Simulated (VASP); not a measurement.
A run of VASP 6.6.1 is set up as follows.

File INCAR:

```
PREC = Accurate
ENCUT = 520
EDIFF = 1E-6
ISMEAR = 0
SIGMA = 0.1
LREAL = False
LASPH = True
NELM = 100
ALGO = Fast
ISIF = 2
LWAVE = False
LCHARG = False
GGA = PS
NBANDS = 18
```

The input KPOINTS:

```
regular mesh
0
Gamma
  18 18 10
```

File POSCAR:

```
Au
1.0
    2.8651901172      0.0000000000      0.0000000000
   -1.4325950586      2.4813274282      0.0000000000
    0.0000000000      0.0000000000      4.7905780146
Au
2
Direct
    0.3333333333      0.6666666667      0.7500000000
    0.6666666667      0.3333333333      0.2500000000
```

Potentials or basis: VASP PAW PBE potentials, release 64 (Au).

Command:

```console
$ cat potpaw_PBE.64/Au/POTCAR > POTCAR
$ mpirun -np 1 vasp_std > vasp.out
```

Q: Predict the band gap on the k mesh.

A: Zero (bands 11 and 12 overlap by 6.92 eV).

Q: What does it give for the pressure?

A: -0.2 GPa.

Caveat: the PAW data sets were made with another functional, which shifts forces and pressure a little; spin-orbit coupling is left out, which moves the levels of the heavy elements.
